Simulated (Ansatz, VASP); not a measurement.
Given: the input of a run of VASP 6.6.1 on Ge.

Contents of INCAR:

```
SYSTEM = Ge
PREC     = Accurate       ! precision mode
ENCUT    = 520            ! plane-wave cutoff, eV
EDIFF    = 1E-6           ! SCF threshold, eV
ISMEAR   = -1             ! smearing method
SIGMA    = 0.05           ! smearing width, eV
LREAL    = .FALSE.        ! projectors in reciprocal space
LASPH    = .TRUE.         ! aspherical terms in the spheres
NELM     = 100            ! most SCF steps
ALGO     = Normal         ! electronic algorithm
ISIF     = 2              ! what is computed and relaxed
LWAVE    = .FALSE.        ! write WAVECAR
LCHARG   = .FALSE.        ! write CHGCAR
GGA      = RP             ! functional
IVDW     = 13             ! dispersion correction
NBANDS   = 21             ! bands
```

File KPOINTS:

```
Automatic mesh
0
G
  8 8 8
  0 0 0
```

File POSCAR:

```
Ge
1.0
    0.0000000000      2.8661367691      2.8661367691
    2.8661367691      0.0000000000      2.8661367691
    2.8661367691      2.8661367691      0.0000000000
Ge
2
Direct
    0.7500000000      0.7500000000      0.7500000000
    0.5000000000      0.5000000000      0.5000000000
```

Potentials or basis: VASP PAW PBE potentials, release 64 (Ge_d).

Command:

```bash
$ cat potpaw_PBE.64/Ge_d/POTCAR > POTCAR
$ mpirun -np 1 vasp_std > vasp.out
```

**Question.** Set up the same calculation for Ansatz 0.2.0. Potentials there: Ansatz PAW.

**Answer.** As run (the cutoff follows the program's own potentials):

input.yaml

```yaml
crystal:
  lattice:
    - [0.0, 2.8661367691, 2.8661367691]
    - [2.8661367691, 0.0, 2.8661367691]
    - [2.8661367691, 2.8661367691, 0.0]
  atoms:
    - { symbol: Ge, position: [0.75, 0.75, 0.75] }
    - { symbol: Ge, position: [0.5, 0.5, 0.5] }
hamiltonian:
  xc: rpbe
  pseudopotentials: { kind: paw }
  dispersion: d4
kpoints:
  mp_grid: { grid: [8, 8, 8] }
scf:
  occupations: { method: fermi_dirac, width: 0.05 }
output:
  forces: true
  stress: true
  eigenvalues: true
```

Potentials or basis: Ansatz PAW.

Run with:

```console
$ ansatz run input.yaml --threads 2 --pin off --max-ram 5120MiB --backend cpu --events-out ev --progress --plain --runs-dir out
```

Both were run:

|  | VASP | Ansatz | Ansatz less VASP |
| --- | --- | --- | --- |
| gap on the k mesh at the Fermi level (eV) | none | none | - |
| pressure (GPa) | -2.0 | -1.8 | +0.16 |

VASP's potentials were made for PBE, not for RPBE. A gap of «none» marks a metal or a gap that the smearing closes.
